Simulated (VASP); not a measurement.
Runs of VASP 6.6.1 on SrO. The structure is that of space group Fm-3m (No. 225), or close to it. The cells are those of the table. 

```csv
cell,gap on the mesh (eV),pressure (GPa)
"a = 3.673, b = 3.673, c = 3.637 Å, angles 60.3, 60.3, 60.7°, 2 atoms",3.26,0.5
"a = 3.673, b = 3.673, c = 3.728 Å, angles 59.5, 59.5, 59.0°, 2 atoms",3.24,0.5
"a = 3.673, b = 3.673, c = 3.719 Å, angles 59.6, 59.6, 59.2°, 2 atoms",3.25,0.5
"a = 3.673, b = 3.673, c = 3.701 Å, angles 59.8, 59.8, 59.5°, 2 atoms",3.26,0.5
"a = 3.673, b = 3.673, c = 3.692 Å, angles 59.8, 59.8, 59.7°, 2 atoms",3.27,0.5
"a = 3.673, b = 3.673, c = 3.682 Å, angles 59.9, 59.9, 59.8°, 2 atoms",3.27,0.5
"a = 3.674, b = 3.674, c = 3.600 Å, angles 60.7, 60.7, 61.3°, 2 atoms",(a),0.5
```

Alike in all rows: task single point; level PBE; potentials or basis VASP PAW PBE potentials, release 64 (Sr_sv, O); no spin polarisation; k mesh 8 × 8 × 8; cutoff (eV) 520; smearing gaussian 0.05 eV.

**Question.** Fill in the values left out.

**Answer.** (a) 3.22.

A k mesh can miss the band edges, and the runs leave out spin-orbit coupling on Sr.
